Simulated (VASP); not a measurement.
# B6Ir (P6/mmm) in VASP: a series of runs

Runs on B6Ir. Level: PBE. Tasks: single point.

Everything below comes from runs of VASP 6.6.1. Logs are shortened: lines on timing, memory, paths and dates and some standing lists are left out, and cuts for length are marked.

## Step 1: The cell of the first run

It takes space group P6/mmm (No. 191, hexagonal). Conventional cell: a = 4.123 Å, b = 4.123 Å, c = 3.874 Å, α = 90.00°, β = 90.00°, γ = 120.00°. Within 1.7 Å of B (site symmetry mm2) lie 4 B at 1.24 to 1.66 Å. Ir (site symmetry 6/mmm) has 36 B at 2.55 to 3.41 Å within 3.5 Å.

The cell was generated, and may not be a known phase.

## Step 2: Single point, PBE

File INCAR:

```
SYSTEM = B6Ir
ALGO     = Normal         ! electronic algorithm
EDIFF    = 1E-6           ! SCF threshold, eV
ENCUT    = 520            ! plane-wave cutoff, eV
GGA      = PE             ! functional
ISIF     = 2              ! what is computed and relaxed
ISMEAR   = 0              ! smearing method
LASPH    = .TRUE.         ! aspherical terms in the spheres
LCHARG   = .FALSE.        ! write CHGCAR
LREAL    = .FALSE.        ! projectors in reciprocal space
LWAVE    = .FALSE.        ! write WAVECAR
NBANDS   = 22             ! bands
NELM     = 100            ! most SCF steps
PREC     = Accurate       ! precision mode
SIGMA    = 0.1            ! smearing width, eV
```

File KPOINTS:

```
k-points
0
G
  6 6 4
  0 0 0
```

File POSCAR:

```
B6Ir
1.0
    4.1229503400      0.0000000000      0.0000000000
   -2.0614751700      3.5705797300      0.0000000000
    0.0000000000      0.0000000000      3.8737167000
B Ir
6 1
Direct
    0.2331371500      0.7668628500      0.5000000000
    0.2331371500      0.4662743000      0.5000000000
    0.5337257000      0.7668628500      0.5000000000
    0.7668628500      0.2331371500      0.5000000000
    0.7668628500      0.5337257000      0.5000000000
    0.4662743000      0.2331371500      0.5000000000
    0.0000000000      0.0000000000      0.0000000000
```

Potentials or basis: VASP PAW PBE potentials, release 64 (B, Ir).

Launch:

```console
$ cat potpaw_PBE.64/B/POTCAR potpaw_PBE.64/Ir/POTCAR > POTCAR
$ mpirun -np 1 vasp_std > vasp.out
```

OUTCAR:

```text
SYSTEM = B6Ir
   EDIFF = 1E-6
   ENCUT = 520
   GGA = PE
   ISIF = 2
   ISMEAR = 0
   LASPH = .TRUE.
   LREAL = .FALSE.
   NELM = 100
   PREC = Accurate

 ion  position               nearest neighbor table
   1  0.233  0.767  0.500-   2 1.24   3 1.24   6 1.66   5 1.66   4 2.08   4 2.08   7 2.55   7 2.55

   2  0.233  0.466  0.500-   1 1.24   3 1.24   4 1.66   6 1.66   5 2.08   5 2.08   7 2.55   7 2.55

   3  0.534  0.767  0.500-   2 1.24   1 1.24   4 1.66   5 1.66   6 2.08   6 2.08   7 2.55   7 2.55

   4  0.767  0.233  0.500-   5 1.24   6 1.24   3 1.66   2 1.66   1 2.08   1 2.08   7 2.55   7 2.55

   5  0.767  0.534  0.500-   4 1.24   6 1.24   1 1.66   3 1.66   2 2.08   2 2.08   7 2.55   7 2.55

   6  0.466  0.233  0.500-   5 1.24   4 1.24   1 1.66   2 1.66   3 2.08   3 2.08   7 2.55   7 2.55

   7  0.000  0.000  0.000-   2 2.55   5 2.55   2 2.55   5 2.55   1 2.55   4 2.55   4 2.55   1 2.55
                             3 2.55   3 2.55   6 2.55   6 2.55

  LATTYP: Found a hexagonal cell.
 ALAT       =     4.1229503400
 C/A-ratio  =     0.9395496866

  Lattice vectors:

 A1 = (   4.1229503400,   0.0000000000,   0.0000000000)
 A2 = (  -2.0614751700,   3.5705797300,   0.0000000000)
 A3 = (   0.0000000000,   0.0000000000,   3.8737167000)

Analysis of symmetry for initial positions (statically):
=====================================================================
 Subroutine PRICEL returns:
 Original cell was already a primitive cell.

 Routine SETGRP: Setting up the symmetry group for a
 hexagonal supercell.

 Subroutine GETGRP returns: Found 24 space group operations
 (whereof 24 operations were pure point group operations)
 out of a pool of 24 trial point group operations.

The static configuration has the point symmetry D_6h.

Analysis of symmetry for dynamics (positions and initial velocities):
=====================================================================
 Subroutine PRICEL returns:
 Original cell was already a primitive cell.

 Routine SETGRP: Setting up the symmetry group for a
 hexagonal supercell.

 Subroutine GETGRP returns: Found 24 space group operations
 (whereof 24 operations were pure point group operations)
 out of a pool of 24 trial point group operations.

The dynamic configuration has the point symmetry D_6h.

 Subroutine INISYM returns: Found 24 space group operations
 (whereof 24 operations are pure point group operations),
 and found     1 'primitive' translations

----------------------------------------------------------------------------------------

                                     Primitive cell

  volume of cell :      57.0262

  direct lattice vectors                    reciprocal lattice vectors
     4.122950340  0.000000000  0.000000000     0.242544760  0.140033282  0.000000000
    -2.061475170  3.570579730  0.000000000     0.000000000  0.280066565  0.000000000
     0.000000000  0.000000000  3.873716700     0.000000000  0.000000000  0.258150009

  length of vectors
     4.122950340  4.122950337  3.873716700     0.280066565  0.280066565  0.258150009

  position of ions in fractional coordinates (direct lattice)
     0.233137150  0.766862850  0.500000000
     0.233137150  0.466274300  0.500000000
     0.533725700  0.766862850  0.500000000
     0.766862850  0.233137150  0.500000000
     0.766862850  0.533725700  0.500000000
     0.466274300  0.233137150  0.500000000
     0.000000000  0.000000000  0.000000000

  ion indices of the primitive-cell ions
   primitive index   ion index
                 1           1
                 2           2
                 3           3
                 4           4
                 5           5
                 6           6
                 7           7

----------------------------------------------------------------------------------------

 KPOINTS: k-points

Automatic generation of k-mesh.
 Grid dimensions read from file:
 generate k-points for:    6    6    4

 Generating k-lattice:

  Cartesian coordinates                     Fractional coordinates (reciprocal lattice)
     0.040424127  0.023338880  0.000000000     0.166666667 -0.000000000  0.000000000
     0.000000000  0.046677761  0.000000000     0.000000000  0.166666667  0.000000000
     0.000000000  0.000000000  0.064537502     0.000000000  0.000000000  0.250000000

  Length of vectors
     0.046677761  0.046677761  0.064537502

  Shift w.r.t. Gamma in fractional coordinates (k-lattice)
     0.000000000  0.000000000  0.000000000

 Subroutine IBZKPT returns following result:
 ===========================================

 Found     21 irreducible k-points:

 Following reciprocal coordinates:
            Coordinates               Weight
  0.000000  0.000000  0.000000      1.000000
  0.166667  0.000000  0.000000      6.000000
  0.333333  0.000000  0.000000      6.000000
  0.500000  0.000000  0.000000      3.000000
  0.166667  0.166667  0.000000      6.000000
  0.333333  0.166667  0.000000     12.000000
[... 13 lines left out ...]
  0.333333  0.166667  0.500000     12.000000
  0.333333  0.333333  0.500000      2.000000
   k-points           NKPTS =     21   k-points in BZ     NKDIM =     21   number of bands    NBANDS=     22
   number of dos      NEDOS =    301   number of ions     NIONS =      7
   total plane-waves  NPLWV =  30720
   dimension x,y,z NGX =    32 NGY =   32 NGZ =   30
   dimension x,y,z NGXF=    64 NGYF=   64 NGZF=   60
   ions per type =               6   1
   NGX,Y,Z   is equivalent  to a cutoff of  12.90, 12.90, 12.87 a.u.
   NGXF,Y,Z  is equivalent  to a cutoff of  25.81, 25.81, 25.75 a.u.
 SYSTEM =  B6Ir
   PREC   = accura    normal or accurate (medium, high low for compatibility)
   ISTART =      0    job   : 0-new  1-cont  2-samecut
   ICHARG =      2    charge: 1-file 2-atom 10-const
   ISPIN  =      1    spin polarized calculation?
   LNONCOLLINEAR =      F non collinear calculations
   LSORBIT =      F    spin-orbit coupling
   LASPH  =      T    aspherical Exc in radial PAW
   ENCUT  =  520.0 eV  38.22 Ry    6.18 a.u.   7.67  7.67  7.20*2*pi/ulx,y,z
   NELM   =    100;   NELMIN=  2; NELMDL= -5     # of ELM steps
   EDIFF  = 0.1E-05   stopping-criterion for ELM
   LREAL  =      F    real-space projection
   EDIFFG = 0.1E-04   stopping-criterion for IOM
   NSW    =      0    number of steps for IOM
   IBRION =     -1    ionic relax: 0-MD 1-quasi-New 2-CG
   NFREE  =      0    steps in history (QN), initial steepest desc. (CG)
   ISIF   =      2    stress and relaxation
   ISYM   =      2    0-nonsym 1-usesym 2-fastsym
   POTIM  = 0.5000    time-step for ionic-motion
   TEBEG  =    0.0;   TEEND  =   0.0 temperature during run
   PSTRESS=    0.0 pullay stress
   NELECT =      27.0000    total number of electrons
   NUPDOWN=      -1.0000    fix difference up-down
   EMIN   =  10.00;   EMAX   =-10.00  energy-range for DOS
   EFERMI =   0.00;   METHOD = LEGACY
   ISMEAR =     0;   SIGMA  =   0.10  broadening in eV -4-tet -1-fermi 0-gaus
   EFERMI_NEDOS =   21; number of points for ismear=-14 and -15
   IALGO  =     38    algorithm
   IMIX   =      4    mixing-type and parameters
     AMIX     =   0.40;   BMIX     =  1.00
     AMIX_MAG =   1.60;   BMIX_MAG =  1.00
  volume/ion in A,a.u.               =       8.15        54.98
  Fermi-wavevector in a.u.,A,eV,Ry     =   1.275962  2.411219 22.151371  1.628080
  Thomas-Fermi vector in A             =   2.408645
   LORBIT       =      0    0 simple, 1 ext, 2 COOP (PROOUT), +10 PAW based schemes
   GGA     = PE    functional components
   LHFCALC =     F    Hartree Fock is set to
   AEXX    =    0.0000 exact exchange contribution
   IVDW    =     0    specifies the selected vdW correction
   LEPSILON=     F    determine dielectric tensor
   LRPA    =     F    only Hartree local field effects (RPA)
 non-spin polarized calculation
 Gauss-broadening in eV      SIGMA  =   0.10
  energy-cutoff  :      520.00
  volume of cell :       57.03
 maximum number of plane-waves:      1557
 NGX is ok and might be reduce to    32
   NGX = 15   NGY = 15   NGZ = 15

 number of electron      26.9999999 magnetization

 Free energy of the ion-electron system (eV)
  ---------------------------------------------------
  ext. energy  EPLUGINS =         0.00000000
  ---------------------------------------------------
  free energy    TOTEN  =       -28.06648317 eV

  energy without entropy =      -28.05104984  energy(sigma->0) =      -28.05876651

 E-fermi :   6.4323     XC(G=0): -11.8244

 val. band max:        6.4165050822   @ k =   0.1667   0.1667   0.5000
 cond. band min:       6.4582024056   @ k =   0.3333   0.1667   0.2500
 fundamental gap:      0.0416973233
 Fermi energy:         6.4323412212

 k-point     1 :       0.0000    0.0000    0.0000
  band No.  band energies     occupation
      1     -10.3908      2.00000
      2      -5.3884      2.00000
      3      -4.2181      2.00000
      4      -4.2181      2.00000
      5      -2.8709      2.00000
      6      -1.1359      2.00000
[... 14 lines left out ...]
     21      15.0349      0.00000
     22      15.5873      0.00000

 k-point     2 :       0.1667    0.0000    0.0000
  band No.  band energies     occupation
      1     -10.2135      2.00000
      2      -6.3487      2.00000
      3      -4.2903      2.00000
      4      -3.4078      2.00000
      5      -2.7943      2.00000
      6      -0.9996      2.00000
[... 14 lines left out ...]
     21      13.6080      0.00000
     22      15.1774      0.00000

 k-point     3 :       0.3333    0.0000    0.0000
  band No.  band energies     occupation
      1      -9.7157      2.00000
      2      -7.5542      2.00000
      3      -4.4238      2.00000
      4      -3.6074      2.00000
      5      -1.3421      2.00000
      6      -0.6280      2.00000
[... 14 lines left out ...]
     21      13.7246      0.00000
     22      15.2627      0.00000
[... 401 lines left out ...]
 k-point    20 :       0.3333    0.1667    0.5000
  band No.  band energies     occupation
      1      -9.1648      2.00000
      2      -8.0010      2.00000
      3      -4.8676      2.00000
      4      -2.1571      2.00000
      5      -0.9945      2.00000
      6      -0.8863      2.00000
[... 14 lines left out ...]
     21      14.1963      0.00000
     22      16.3516      0.00000

 k-point    21 :       0.3333    0.3333    0.5000
  band No.  band energies     occupation
      1      -8.6251      2.00000
      2      -8.6251      2.00000
      3      -5.1337      2.00000
      4      -1.0961      2.00000
      5      -1.0961      2.00000
      6      -0.0766      2.00000
[... 14 lines left out ...]
     21      13.9084      0.00000
     22      15.8880      0.00000

------------------------ aborting loop because EDIFF is reached ----------------------------------------

  FORCE on cell =-STRESS in cart. coord.  units (eV):
  Direction    XX          YY          ZZ          XY          YZ          ZX
  --------------------------------------------------------------------------------------
  -------------------------------------------------------------------------------------
  Total       67.4754046     67.4754045    -12.7034427      0.0000000     -0.0000000     -0.0000000
  in kB     1895.7513978   1895.7513947   -356.9088530      0.0000000     -0.0000000     -0.0000000
  external PRESSURE =    1144.8646465 kB  Pullay stress =       0.0000000 kB

 VOLUME and BASIS-vectors are now :
 -----------------------------------------------------------------------------
  energy-cutoff  :      520.00
  volume of cell :       57.03
      direct lattice vectors                 reciprocal lattice vectors
     4.122950340  0.000000000  0.000000000     0.242544760  0.140033282  0.000000000
    -2.061475170  3.570579730  0.000000000     0.000000000  0.280066565  0.000000000
     0.000000000  0.000000000  3.873716700     0.000000000  0.000000000  0.258150009

 POSITION                                       TOTAL-FORCE (eV/Angst)
 -----------------------------------------------------------------------------------
     -0.61966      2.73814      1.93686       -25.861745     14.931286     -0.000000
     -0.00000      1.66487      1.93686         0.000000    -29.862571      0.000000
      0.61966      2.73814      1.93686        25.861745     14.931286      0.000000
      2.68113      0.83243      1.93686        25.861745    -14.931286     -0.000000
      2.06148      1.90571      1.93686        -0.000000     29.862571     -0.000000
      1.44182      0.83243      1.93686       -25.861745    -14.931286      0.000000
      0.00000      0.00000      0.00000        -0.000000     -0.000000     -0.000000
 -----------------------------------------------------------------------------------
    total drift:                               -0.000000      0.000000     -0.000000

  FREE ENERGIE OF THE ION-ELECTRON SYSTEM (eV)
  ---------------------------------------------------
  free  energy   TOTEN  =       -28.0664831712 eV

  energy  without entropy=      -28.0510498401  energy(sigma->0) =      -28.05876651
```

It took 18 s on 1 thread of AMD EPYC 9R45 (Zen 5), shared host; peak memory 0.16 GiB.

What came out:

* Free energy: -28.0665 eV
* Pressure: 114.5 GPa
* Largest force: 29.863 eV/Å
* Band gap on the k mesh: zero (an odd number of electrons rules out a gap without spin polarisation)

Forces on the atoms (eV/Å):
```
B   -25.862  14.931   0.000
B     0.000 -29.863   0.000
B    25.862  14.931   0.000
B    25.862 -14.931   0.000
B     0.000  29.863   0.000
B   -25.862 -14.931   0.000
Ir    0.000   0.000   0.000
```

Stress tensor (GPa, compression positive):
```
189.58   0.00   0.00
  0.00 189.58   0.00
  0.00   0.00 -35.69
```

Levels at points of the mesh, in eV from the Fermi level:
```
           k point  band 10  band 11  band 12  band 13  band 14  band 15  band 16  band 17  band 18  band 19
(0.00, 0.00, 0.00)    -2.44    -2.37    -0.99    -0.99    -0.87     2.90     4.82     4.82     6.99     6.99
(0.50, 0.00, 0.00)    -2.48    -1.48    -1.31    -0.92     0.29     2.26     2.78     4.23     5.35     5.72
(0.00, 0.00, 0.50)    -1.99    -1.55    -1.51     1.86     1.86     3.30     3.30     3.54     6.17     6.17
(0.50, 0.00, 0.50)    -2.20    -0.93    -0.77    -0.41     0.60     1.01     2.27     3.08     6.50     7.44
```

Caveat: the k points lie up to 0.41 Å⁻¹ apart, too coarse for converged energies and pressures of a metal; spin-orbit coupling is left out, which moves the levels of the heavy elements; forces of over 1 eV/Å act on the atoms, so gaps and moduli don't describe the material at rest.

## Step 3: Single point, PBE

This run uses another cell than the first one, of 8.81 Å³/atom.

File INCAR:

```
SYSTEM = B6Ir
  PREC = Accurate
  ENCUT = 520
  EDIFF = 1E-6
  ISMEAR = 0
  SIGMA = 0.1
  LREAL = .FALSE.
  LASPH = .TRUE.
  NELM = 100
  ALGO = Normal
  ISIF = 2
  LWAVE = .FALSE.
  LCHARG = .TRUE.
  GGA = PE
  LELF = .TRUE.
  LVHAR = .TRUE.
  NBANDS = 22
```

File KPOINTS:

```
Automatic mesh
0
G
  6 6 4
  0 0 0
```

File POSCAR:

```
B6Ir
1.0
    4.6786546481      0.0000000000      0.0000000000
   -2.3393273241      4.0518337808      0.0000000000
    0.0000000000      0.0000000000      3.2520034857
B Ir
6 1
Direct
    0.2060965564      0.7939034436      0.5000000000
    0.2060965564      0.4121931128      0.5000000000
    0.5878068872      0.7939034436      0.5000000000
    0.7939034436      0.2060965564      0.5000000000
    0.7939034436      0.5878068872      0.5000000000
    0.4121931128      0.2060965564      0.5000000000
    0.0000000000      0.0000000000      0.0000000000
```

Potentials or basis: VASP PAW PBE potentials, release 64 (B, Ir).

Launch:

```console
$ cat potpaw_PBE.64/B/POTCAR potpaw_PBE.64/Ir/POTCAR > POTCAR
$ mpirun -np 1 vasp_std > vasp.out
```

Wall time 18 s (1 thread of AMD EPYC 9R45 (Zen 5), shared host); peak memory 0.15 GiB.

Results (log left out):

```yaml
Free_energy: -47.0934 eV
Pressure: 0.4 GPa
Largest_force: 0.057 eV/Å
Band_gap_on_the_k_mesh: zero (an odd number of electrons rules out a gap without spin polarisation)
```

Forces in eV/Å, atoms in the order of the input:
```
B    0.049 -0.028  0.000
B    0.000  0.057  0.000
B   -0.049 -0.028  0.000
B   -0.049  0.028  0.000
B    0.000 -0.057  0.000
B    0.049  0.028  0.000
Ir   0.000  0.000  0.000
```

Stress tensor (GPa, compression positive):
```
0.29 0.00 0.00
0.00 0.29 0.00
0.00 0.00 0.48
```

Levels at points of the mesh, in eV from the Fermi level:
| k point | band 10 | band 11 | band 12 | band 13 | band 14 | band 15 | band 16 | band 17 |
| --- | --- | --- | --- | --- | --- | --- | --- | --- |
| (0.00, 0.00, 0.00) | -3.94 | -3.32 | -2.49 | -2.49 | 1.01 | 3.45 | 4.33 | 4.33 |
| (0.50, 0.00, 0.00) | -4.65 | -4.40 | -2.04 | -1.65 | 1.24 | 1.29 | 2.38 | 3.17 |
| (0.00, 0.00, 0.50) | -4.56 | -2.19 | -0.94 | -0.94 | 0.14 | 1.26 | 1.61 | 1.61 |
| (0.50, 0.00, 0.50) | -3.97 | -3.49 | -2.21 | -2.17 | -1.69 | 0.26 | 1.43 | 1.56 |

Caveat: the k points lie up to 0.48 Å⁻¹ apart, too coarse for converged energies and pressures of a metal; spin-orbit coupling is left out, which moves the levels of the heavy elements.

[end of part 1 of 2]

The gap in the log of VASP goes by the Fermi energy; the results here count the filled bands.